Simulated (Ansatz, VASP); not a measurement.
**ZnSn2N3: VASP beside Ansatz**

```
CELL_PARAMETERS angstrom
2.68430 1.54978 4.24806
-2.68430 1.54978 4.24806
0.00000 -3.09956 4.24806
ATOMIC_POSITIONS crystal
Zn 0.00000 0.00000 0.00000
Sn 0.62377 0.62377 0.62377
Sn 0.37623 0.37623 0.37623
N 0.00000 0.50000 0.00000
N 0.50000 0.00000 0.00000
N 0.00000 0.00000 0.50000
```

Change from the starting cell: species swapped into the Er2Al3Cu type (R-3m, No. 166).

Alike in both runs: task single point; functional PBE; k mesh 6 × 6 × 6; occupations gaussian, width 0.1 eV; no spin polarisation.

|  | VASP | Ansatz |
| --- | --- | --- |
| version | VASP 6.6.1 | Ansatz 0.2.0 |
| potentials or method | VASP PAW PBE potentials, release 64 (Zn, Sn_d, N), cutoff 520 eV | scalar-relativistic, plane waves, PAW |
| valence electrons in the cell | 55 | 55 |

```csv
,VASP,Ansatz,Ansatz less VASP
gap on the k mesh at the Fermi level (eV),none,none,-
pressure (GPa),-14.2,-14.2,+0.04
"traceless stress, the component that is largest in VASP (GPa)",-8.41,-8.43,-0.015
rms of the force components (eV/Å),0.077,0.077,+0.0001
```

Atom by atom the forces differ by 0.000 eV/Å (rms over components). A gap of «none» marks a metal or a gap that the smearing closes.
